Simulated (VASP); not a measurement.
## SnS2: single point with HSE06

Crystal: SnS2.

```
CELL_PARAMETERS angstrom
3.66075 0.00000 0.00000
-1.83038 3.17031 0.00000
0.00000 0.00000 5.96178
ATOMIC_POSITIONS crystal
Sn 0.00000 0.00000 0.00000
S 0.33333 0.66667 0.24559
S 0.66667 0.33333 0.75441
```

```json
{"Program": "VASP 6.6.1", "Task": "single point", "Functional": "HSE06", "Potentials or basis": "VASP PAW PBE potentials, release 64 (Sn_d, S)", "Cutoff": "400 eV", "k mesh": "6 × 6 × 4", "Occupations": "gaussian, width 0.01 eV", "Spin": "no spin polarisation"}
```

* Pressure: -0.3 GPa
* Largest force: 0.272 eV/Å
* Band gap on the k mesh: 2.40 eV (least direct gap 2.76 eV)

Forces on the atoms (eV/Å):
```
Sn   0.000  0.000  0.000
S    0.000  0.000 -0.272
S    0.000  0.000  0.272
```

Levels at points of the mesh, in eV from the valence-band top:
| k point | band 11 | band 12 | band 13 | band 14 | band 15 | band 16 |
| --- | --- | --- | --- | --- | --- | --- |
| (0.00, 0.00, 0.00) | -0.26 | -0.26 | 0.00 | 2.96 | 4.67 | 6.59 |
| (0.50, 0.00, 0.00) | -2.65 | -0.92 | -0.21 | 2.59 | 5.59 | 7.08 |
| (0.00, 0.00, 0.50) | -0.68 | -0.14 | -0.14 | 4.08 | 4.74 | 6.34 |
| (0.50, 0.00, 0.50) | -1.91 | -0.68 | -0.53 | 2.42 | 5.80 | 6.77 |

Wall time 10 min on 4 MPI ranks on Intel(R) Xeon(R) Platinum 8488C (Sapphire Rapids), on a shared host, peak memory 0.27 GiB a rank.

Caveat: the PAW data sets were made with another functional, which shifts forces and pressure a little; spin-orbit coupling is left out, which moves the levels of the heavy elements; this functional lacks dispersion, which binds layers or chains, so the pressure and a relaxed spacing across them are unreliable. A k mesh can miss the band edges.
